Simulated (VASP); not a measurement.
Here is a VASP 6.6.1 calculation.

File INCAR:

```
PREC = Accurate
ENCUT = 1300
EDIFF = 1E-6
ISMEAR = 0
SIGMA = 0.2
LREAL = False
LASPH = True
NELM = 120
ALGO = Normal
ISIF = 2
LWAVE = False
LCHARG = False
GGA = PE
NBANDS = 30
GGA_COMPAT = False
```

The input KPOINTS:

```
regular mesh
0
Gamma
  4 4 4
```

POSCAR

```
NbC2
1.0
   -2.6995921778      2.6995921778      2.9486689168
    2.6995921778     -2.6995921778      2.9486689168
    2.6995921778      2.6995921778     -2.9486689168
Nb C
2 4
Direct
    0.5000000000      0.5000000000      0.0000000000
    0.0000000000      0.0000000000      0.0000000000
    0.0000000000      0.6175999080      0.6175999080
    0.0000000000      0.3824000920      0.3824000920
    0.3824000920      0.0000000000      0.3824000920
    0.6175999080      0.0000000000      0.6175999080
```

Potentials or basis: VASP PAW PBE potentials, release 64 (Nb_sv, C_h).

Launch:

```sh
$ cat potpaw_PBE.64/Nb_sv/POTCAR potpaw_PBE.64/C_h/POTCAR > POTCAR
$ mpirun -np 1 vasp_std > vasp.out
```

**Question.** Estimate the pressure.

**Answer.** -0.3 GPa.

**Question.** Predict the band gap on the k mesh.

**Answer.** Zero (bands 21 and 22 overlap by 1.63 eV).

Stress tensor (GPa, compression positive):
```
-0.41  0.00  0.00
 0.00 -0.41  0.00
 0.00  0.00 -0.04
```

Caveat: the k points lie up to 0.39 Å⁻¹ apart, too coarse for converged energies and pressures of a metal.
